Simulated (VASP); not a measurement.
A run of VASP 6.6.1 is set up as follows.

INCAR

```
ALGO = Normal
EDIFF = 1E-7
ENCUT = 520
GGA = CA
ISIF = 2
ISMEAR = 1
LASPH = T
LCHARG = F
LREAL = F
LWAVE = F
NBANDS = 18
NELM = 100
PREC = Accurate
SIGMA = 0.1
```

KPOINTS

```
k-points
0
Gamma
  8 8 8
```

File POSCAR:

```
ScHg
1.0
    3.4329672075      0.0000000000      0.0000000000
    0.0000000000      3.4329672075      0.0000000000
    0.0000000000      0.0000000000      3.4329672075
Sc Hg
1 1
Direct
    0.5000000000      0.5000000000      0.5000000000
    0.0000000000      0.0000000000      0.0000000000
```

Potentials or basis: VASP PAW LDA potentials, release 64 (Sc_sv, Hg).

Command:

```console
$ cat potpaw_LDA.64/Sc_sv/POTCAR potpaw_LDA.64/Hg/POTCAR > POTCAR
$ mpirun -np 1 vasp_std > vasp.out
```

Estimate the pressure.

0.1 GPa.

What does it give for the band gap on the k mesh?

Zero (an odd number of electrons rules out a gap without spin polarisation).

Caveat: spin-orbit coupling is left out, which moves the levels of the heavy elements.
